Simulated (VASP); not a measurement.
# AgCl (Fm-3m) in VASP: further runs

AgCl is run at these levels: PBE, r2SCAN; tasks: single point.

All numbers are computed with VASP 6.6.1; they aren't measurements. Logs are shortened: lines on timing, memory, paths and dates and some standing lists are left out, and cuts for length are marked.

## Step 1: The cell of the first run

Symmetry: Fm-3m, No. 225, cubic system. The conventional cell has a = 5.667 Å, b = 5.667 Å, c = 5.667 Å, α = 90.00°, β = 90.00°, γ = 90.00°. Within 3.7 Å of Ag (site symmetry m-3m) lie 6 Cl at 2.83 Å. Cl (site symmetry m-3m) has 6 Ag at 2.83 Å within 3.7 Å.

## Step 2: Single point, PBE (22.75 Å³/atom)

Input file INCAR:

```
PREC = Accurate ; ENCUT = 500
EDIFF = 1E-6 ; ISMEAR = 0
SIGMA = 0.01 ; LREAL = False
LASPH = True ; NELM = 120
ALGO = Normal ; ISIF = 2
LWAVE = False ; LCHARG = True
GGA = PE ; LELF = True
LVHAR = True ; NBANDS = 16
GGA_COMPAT = False
```

Input file KPOINTS:

```
Automatic mesh
0
Gamma
  6 6 6
```

Input file POSCAR:

```
AgCl
1.0
    0.0000000000      2.8334862203      2.8334862203
    2.8334862203      0.0000000000      2.8334862203
    2.8334862203      2.8334862203      0.0000000000
Ag Cl
1 1
Direct
    0.0000000000      0.0000000000      0.0000000000
    0.5000000000      0.5000000000      0.5000000000
```

Potentials or basis: VASP PAW PBE potentials, release 64 (Ag, Cl).

The run is started by

```
$ cat potpaw_PBE.64/Ag/POTCAR potpaw_PBE.64/Cl/POTCAR > POTCAR
$ mpirun -np 1 vasp_std > vasp.out
```

OUTCAR:

```text
PREC = Accurate
   ENCUT = 500
   EDIFF = 1E-6
   ISMEAR = 0
   LREAL = False
   LASPH = True
   NELM = 120
   ISIF = 2
   GGA = PE

 ion  position               nearest neighbor table
   1  0.000  0.000  0.000-   2 2.83   2 2.83   2 2.83   2 2.83   2 2.83   2 2.83
   2  0.500  0.500  0.500-   1 2.83   1 2.83   1 2.83   1 2.83   1 2.83   1 2.83

  LATTYP: Found a face centered cubic cell.
 ALAT       =     5.6669724406

  Lattice vectors:

 A1 = (   0.0000000000,   2.8334862203,   2.8334862203)
 A2 = (   2.8334862203,   0.0000000000,   2.8334862203)
 A3 = (   2.8334862203,   2.8334862203,   0.0000000000)

Analysis of symmetry for initial positions (statically):
=====================================================================
 Subroutine PRICEL returns:
 Original cell was already a primitive cell.

 Routine SETGRP: Setting up the symmetry group for a
 face centered cubic supercell.

 Subroutine GETGRP returns: Found 48 space group operations
 (whereof 48 operations were pure point group operations)
 out of a pool of 48 trial point group operations.

The static configuration has the point symmetry O_h .

Analysis of symmetry for dynamics (positions and initial velocities):
=====================================================================
 Subroutine PRICEL returns:
 Original cell was already a primitive cell.

 Routine SETGRP: Setting up the symmetry group for a
 face centered cubic supercell.

 Subroutine GETGRP returns: Found 48 space group operations
 (whereof 48 operations were pure point group operations)
 out of a pool of 48 trial point group operations.

The dynamic configuration has the point symmetry O_h .

 Subroutine INISYM returns: Found 48 space group operations
 (whereof 48 operations are pure point group operations),
 and found     1 'primitive' translations

----------------------------------------------------------------------------------------

                                     Primitive cell

  volume of cell :      45.4981

  direct lattice vectors                    reciprocal lattice vectors
     0.000000000  2.833486220  2.833486220    -0.176461066  0.176461066  0.176461066
     2.833486220  0.000000000  2.833486220     0.176461066 -0.176461066  0.176461066
     2.833486220  2.833486220  0.000000000     0.176461066  0.176461066 -0.176461066

  length of vectors
     4.007154642  4.007154642  4.007154642     0.305639533  0.305639533  0.305639533

  position of ions in fractional coordinates (direct lattice)
     0.000000000  0.000000000  0.000000000
[... 70 lines left out ...]
   LREAL  =      F    real-space projection
   EDIFFG = 0.1E-04   stopping-criterion for IOM
   NSW    =      0    number of steps for IOM
   IBRION =     -1    ionic relax: 0-MD 1-quasi-New 2-CG
   NFREE  =      0    steps in history (QN), initial steepest desc. (CG)
   ISIF   =      2    stress and relaxation
   ISYM   =      2    0-nonsym 1-usesym 2-fastsym
   POTIM  = 0.5000    time-step for ionic-motion
   TEBEG  =    0.0;   TEEND  =   0.0 temperature during run
   PSTRESS=    0.0 pullay stress
   NELECT =      18.0000    total number of electrons
   NUPDOWN=      -1.0000    fix difference up-down
   EMIN   =  10.00;   EMAX   =-10.00  energy-range for DOS
   EFERMI =   0.00;   METHOD = LEGACY
   ISMEAR =     0;   SIGMA  =   0.01  broadening in eV -4-tet -1-fermi 0-gaus
   EFERMI_NEDOS =   21; number of points for ismear=-14 and -15
   IALGO  =     38    algorithm
   IMIX   =      4    mixing-type and parameters
     AMIX     =   0.40;   BMIX     =  1.00
     AMIX_MAG =   1.60;   BMIX_MAG =  1.00
  volume/ion in A,a.u.               =      22.75       153.52
  Fermi-wavevector in a.u.,A,eV,Ry     =   1.201807  2.271085 19.651425  1.444339
  Thomas-Fermi vector in A             =   2.337605
   LORBIT       =      0    0 simple, 1 ext, 2 COOP (PROOUT), +10 PAW based schemes
   GGA     = PE    functional components
   LHFCALC =     F    Hartree Fock is set to
   AEXX    =    0.0000 exact exchange contribution
   IVDW    =     0    specifies the selected vdW correction
   LEPSILON=     F    determine dielectric tensor
   LRPA    =     F    only Hartree local field effects (RPA)
 non-spin polarized calculation
 Gauss-broadening in eV      SIGMA  =   0.01
  energy-cutoff  :      500.00
  volume of cell :       45.50
 maximum number of plane-waves:      1173
 NGX is ok and might be reduce to    30
   NGX = 15   NGY = 15   NGZ = 15

 number of electron      17.9999993 magnetization

 Free energy of the ion-electron system (eV)
  ---------------------------------------------------
  ext. energy  EPLUGINS =         0.00000000
  ---------------------------------------------------
  free energy    TOTEN  =        -5.39556067 eV

  energy without entropy =       -5.39556067  energy(sigma->0) =       -5.39556067

 E-fermi :   3.1371     XC(G=0):  -9.6297

 val. band max:        3.0264941279   @ k =   0.5000   0.0000   0.0000
 cond. band min:       3.9596462194   @ k =   0.0000   0.0000   0.0000
 fundamental gap:      0.9331520916
 Fermi energy:         3.1370562575

 k-point     1 :       0.0000    0.0000    0.0000
  band No.  band energies     occupation
      1     -11.7048      2.00000
      2       0.8280      2.00000
      3       0.8280      2.00000
      4       0.8280      2.00000
      5       0.8658      2.00000
      6       0.8658      2.00000
[... 281 lines left out ...]
      3      -0.5789      2.00000
      4      -0.2771      2.00000
      5       1.0729      2.00000
      6       1.2189      2.00000
[... 8 lines left out ...]
     15      17.2117      0.00000
     16      18.1516      0.00000

------------------------ aborting loop because EDIFF is reached ----------------------------------------

  FORCE on cell =-STRESS in cart. coord.  units (eV):
  Direction    XX          YY          ZZ          XY          YZ          ZX
  --------------------------------------------------------------------------------------
  -------------------------------------------------------------------------------------
  Total       -0.3542910     -0.3542910     -0.3542910      0.0000000      0.0000000      0.0000000
  in kB      -12.4760577    -12.4760577    -12.4760577      0.0000000      0.0000000      0.0000000
  external PRESSURE =     -12.4760577 kB  Pullay stress =       0.0000000 kB

 VOLUME and BASIS-vectors are now :
 -----------------------------------------------------------------------------
  energy-cutoff  :      500.00
  volume of cell :       45.50
      direct lattice vectors                 reciprocal lattice vectors
     0.000000000  2.833486220  2.833486220    -0.176461066  0.176461066  0.176461066
     2.833486220  0.000000000  2.833486220     0.176461066 -0.176461066  0.176461066
     2.833486220  2.833486220  0.000000000     0.176461066  0.176461066 -0.176461066

 POSITION                                       TOTAL-FORCE (eV/Angst)
 -----------------------------------------------------------------------------------
      0.00000      0.00000      0.00000         0.000000     -0.000000      0.000000
      2.83349      2.83349      2.83349         0.000000      0.000000     -0.000000
 -----------------------------------------------------------------------------------
    total drift:                               -0.000000      0.000000      0.000000

  FREE ENERGIE OF THE ION-ELECTRON SYSTEM (eV)
  ---------------------------------------------------
  free  energy   TOTEN  =        -5.3955606695 eV

  energy  without entropy=       -5.3955606695  energy(sigma->0) =       -5.39556067
```

Run time: 10 s. Hardware: 1 thread of Intel Xeon Platinum 8488C (Sapphire Rapids), shared host; peak memory 0.16 GiB.

Results:

- Free energy: -5.3956 eV
- Pressure: -1.2 GPa
- Band gap on the k mesh: 0.93 eV (least direct gap 2.99 eV)

Levels at points of the mesh, in eV from the valence-band top:
| k point | band 7 | band 8 | band 9 | band 10 | band 11 | band 12 |
| --- | --- | --- | --- | --- | --- | --- |
| (0.00, 0.00, 0.00) | -2.06 | -2.06 | -2.06 | 0.93 | 10.88 | 10.88 |
| (0.50, 0.00, 0.00) | -1.60 | 0.00 | 0.00 | 4.41 | 6.19 | 7.78 |
| (0.50, 0.50, 0.00) | -1.79 | -1.79 | -1.74 | 2.48 | 8.12 | 8.43 |

## Step 3: Single point, PBE (23.41 Å³/atom)

This run uses another cell than the first one, of 23.41 Å³/atom.

Input file INCAR:

```
PREC     = Accurate       # precision mode
ENCUT    = 500            # plane-wave cutoff, eV
EDIFF    = 1E-6           # SCF threshold, eV
ISMEAR   = 0              # smearing method
SIGMA    = 0.01           # smearing width, eV
LREAL    = F              # projectors in reciprocal space
LASPH    = T              # aspherical terms in the spheres
NELM     = 120            # most SCF steps
ALGO     = Normal         # electronic algorithm
ISIF     = 2              # what is computed and relaxed
LWAVE    = F              # write WAVECAR
LCHARG   = T              # write CHGCAR
GGA      = PE             # functional
LELF     = T              # ELF
LVHAR    = T            
NBANDS   = 16             # bands
GGA_COMPAT= F
```

KPOINTS is that of step 2.

Input file POSCAR:

```
AgCl
1.0
    0.0000000000      2.8607329516      2.8607329516
    2.8607329516      0.0000000000      2.8607329516
    2.8607329516      2.8607329516      0.0000000000
Ag Cl
1 1
Direct
    0.0000000000      0.0000000000      0.0000000000
    0.5000000000      0.5000000000      0.5000000000
```

Potentials or basis: VASP PAW PBE potentials, release 64 (Ag, Cl).

The run is started by

```
$ cat potpaw_PBE.64/Ag/POTCAR potpaw_PBE.64/Cl/POTCAR > POTCAR
$ mpirun -np 1 vasp_std > vasp.out
```

Run time: 10 s. Hardware: 1 thread of Intel Xeon Platinum 8488C (Sapphire Rapids), shared host; peak memory 0.16 GiB.

It converged, with:

| Quantity | Value |
| --- | --- |
| Free energy | -5.3818 eV |
| Pressure | -2.2 GPa |
| Band gap on the k mesh | 0.95 eV (least direct gap 2.90 eV) |

Levels at points of the mesh, in eV from the valence-band top:
| k point | band 6 | band 7 | band 8 | band 9 | band 10 | band 11 | band 12 | band 13 |
| --- | --- | --- | --- | --- | --- | --- | --- | --- |
| (0.00, 0.00, 0.00) | -2.07 | -1.95 | -1.95 | -1.95 | 0.95 | 10.89 | 10.89 | 10.89 |
| (0.50, 0.00, 0.00) | -1.82 | -1.54 | 0.00 | 0.00 | 4.48 | 6.05 | 7.82 | 7.82 |
| (0.50, 0.50, 0.00) | -1.92 | -1.72 | -1.72 | -1.69 | 2.52 | 8.16 | 8.34 | 11.05 |

A k mesh can miss the band edges.

## Step 4: Single point, PBE

This run uses another cell than the first one, of 21.33 Å³/atom.

Input file INCAR:

```
SYSTEM = AgCl
PREC = Accurate ; ENCUT = 500
EDIFF = 1E-6 ; ISMEAR = 0
SIGMA = 0.01 ; LREAL = .False.
LASPH = .True. ; NELM = 120
ALGO = Normal ; ISIF = 2
LWAVE = .False. ; LCHARG = .True.
GGA = PE ; LELF = .True.
LVHAR = .True. ; NBANDS = 16
GGA_COMPAT = .False.
```

Input file KPOINTS:

```
regular mesh
0
Gamma
  8 8 8
  0 0 0
```

Input file POSCAR:

```
AgCl
1.0
    0.0000000000      2.7731838063      2.7731838063
    2.7731838063      0.0000000000      2.7731838063
    2.7731838063      2.7731838063      0.0000000000
Ag Cl
1 1
Direct
    0.0000000000      0.0000000000      0.0000000000
    0.5000000000      0.5000000000      0.5000000000
```

The run is started by

```
$ cat potpaw_PBE.64/Ag/POTCAR potpaw_PBE.64/Cl/POTCAR > POTCAR
$ mpirun -np 1 vasp_std > vasp.out
```

Wall time 16 s (1 thread of Intel Xeon Platinum 8488C (Sapphire Rapids), shared host); peak memory 0.17 GiB.

The run converged. Its results:

```
Free energy            : -5.3944 eV
Pressure               : 1.5 GPa
Band gap on the k mesh : 0.91 eV (least direct gap 3.18 eV)
```

Levels at points of the mesh, in eV from the valence-band top:
| k point | band 7 | band 8 | band 9 | band 10 | band 11 | band 12 |
| --- | --- | --- | --- | --- | --- | --- |
| (0.00, 0.00, 0.00) | -2.32 | -2.32 | -2.32 | 0.91 | 10.85 | 10.85 |
| (0.50, 0.00, 0.00) | -1.76 | 0.00 | 0.00 | 4.24 | 6.53 | 7.67 |
| (0.50, 0.50, 0.00) | -1.95 | -1.95 | -1.87 | 2.38 | 8.03 | 8.63 |

## Step 5: Single point, r2SCAN (20.05 Å³/atom)

This run uses another cell than the first one, of 20.05 Å³/atom.

Input file POSCAR:

```
AgCl
1.0
    0.0000000000      2.7165723336      2.7165723336
    2.7165723336      0.0000000000      2.7165723336
    2.7165723336      2.7165723336      0.0000000000
Ag Cl
1 1
Direct
    0.0000000000      0.0000000000      0.0000000000
    0.5000000000      0.5000000000      0.5000000000
```

Input file INCAR.step1:

```
PREC     = Accurate       # precision mode
ENCUT    = 550            # plane-wave cutoff, eV
ISMEAR   = 0              # smearing method
SIGMA    = 0.01           # smearing width, eV
LREAL    = F              # projectors in reciprocal space
LASPH    = T              # aspherical terms in the spheres
NELM     = 120            # most SCF steps
NBANDS   = 16             # bands
GGA      = PE             # functional
ALGO     = Normal         # electronic algorithm
EDIFF    = 1E-5           # SCF threshold, eV
LWAVE    = T              # write WAVECAR
LCHARG   = F              # write CHGCAR
GGA_COMPAT= F
```

Input file INCAR.step2:

```
PREC     = Accurate       # precision mode
ENCUT    = 550            # plane-wave cutoff, eV
EDIFF    = 1E-6           # SCF threshold, eV
ISMEAR   = 0              # smearing method
SIGMA    = 0.01           # smearing width, eV
LREAL    = F              # projectors in reciprocal space
LASPH    = T              # aspherical terms in the spheres
NELM     = 120            # most SCF steps
ALGO     = Normal         # electronic algorithm
ISIF     = 2              # what is computed and relaxed
LWAVE    = F              # write WAVECAR
LCHARG   = F              # write CHGCAR
METAGGA  = R2SCAN         # meta-GGA
LMIXTAU  = T            
NBANDS   = 16             # bands
ISTART   = 1            
GGA_COMPAT= F
```

Input file KPOINTS:

```
Automatic mesh
0
Gamma
  6 6 6
```

The run is started by

```
$ cat potpaw_PBE.64/Ag/POTCAR potpaw_PBE.64/Cl/POTCAR > POTCAR
$ cp INCAR.step1 INCAR
$ mpirun -np 1 vasp_std > vasp.out
$ cp INCAR.step2 INCAR
$ mpirun -np 1 vasp_std > vasp.out
```

Run time: 38 s. Hardware: 1 thread of Intel Xeon Platinum 8488C (Sapphire Rapids), shared host; peak memory 0.17 GiB.

It converged, with:

```yaml
Free_energy: -28.6158 eV
Pressure: 3.6 GPa
Band_gap_on_the_k_mesh: 1.43 eV (least direct gap 4.07 eV)
```

Levels at points of the mesh, in eV from the valence-band top:
```csv
k point,band 5,band 6,band 7,band 8,band 9,band 10,band 11,band 12,band 13,band 14
"(0.00, 0.00, 0.00)",-2.70,-2.70,-2.70,-2.65,-2.65,1.43,11.31,11.31,11.31,12.71
"(0.50, 0.00, 0.00)",-2.28,-2.28,-1.93,0.00,0.00,4.54,7.53,8.15,8.15,14.35
"(0.50, 0.50, 0.00)",-3.08,-2.44,-2.15,-2.15,-1.99,2.82,8.27,9.47,12.69,12.69
```

Caveat: the cell stands under pressure; the PAW data sets were made with another functional, which shifts forces and pressure a little. A k mesh can miss the band edges.

## Step 6: The runs side by side

| level | cell | k mesh | cutoff (eV) | gap on the mesh (eV) | pressure (GPa) |
| --- | --- | --- | --- | --- | --- |
| PBE | a = 4.007 Å, angles 60.0°, 2 atoms | 6 × 6 × 6 | 500 | 0.93 | -1.2 |
| PBE | a = 4.046 Å, angles 60.0°, 2 atoms | 6 × 6 × 6 | 500 | 0.95 | -2.2 |
| PBE | a = 3.922 Å, angles 60.0°, 2 atoms | 8 × 8 × 8 | 500 | 0.91 | 1.5 |
| r2SCAN | a = 3.842 Å, angles 60.0°, 2 atoms | 6 × 6 × 6 | 550 | 1.43 | 3.6 |

Alike in all rows: task single point; potentials or basis VASP PAW PBE potentials, release 64 (Ag, Cl); no spin polarisation; smearing gaussian 0.01 eV.

Caveats: the cell stands under pressure (at least some runs); the PAW data sets were made with another functional, which shifts forces and pressure a little (at least some runs).

Total energies depend on the potentials used, so only differences within one code and one set of settings carry meaning.
